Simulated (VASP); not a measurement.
Runs of VASP 6.6.1 on CdSe (wurtzite type). The structure is that of space group P6_3mc (No. 186), or close to it. The cells are those of the table. 

```csv
cell,smearing,gap on the mesh (eV),pressure (GPa),largest force (eV/Å)
"a = 3.449, b = 3.449, c = 7.396 Å, angles 90.0, 90.0, 120.0°, 4 atoms",fermi-dirac 0.05 eV,none,(a),0.01
"a = 4.383, b = 4.383, c = 7.154 Å, angles 90.0, 90.0, 120.0°, 4 atoms",fermi-dirac 0.05 eV,0.54,0.2,-
"a = 4.038, b = 4.038, c = 6.744 Å, angles 90.0, 90.0, 120.0°, 4 atoms",fermi-dirac 0.05 eV,0.96,(b),-
"a = 3.452, b = 3.452, c = 7.383 Å, angles 90.0, 90.0, 120.0°, 4 atoms",tetrahedron,none,45.1,0.01
```

Alike in all rows: task single point; level PBE; potentials or basis VASP PAW PBE potentials, release 64 (Cd, Se); no spin polarisation; k mesh 9 × 9 × 5; cutoff (eV) 520.

Q: Estimate the missing entries.

A: (a) 44.9; (b) 17.3.

A k mesh can miss the band edges, and the runs leave out spin-orbit coupling on Cd, Se.

A gap of «none» marks levels without a gap at the run's occupations.
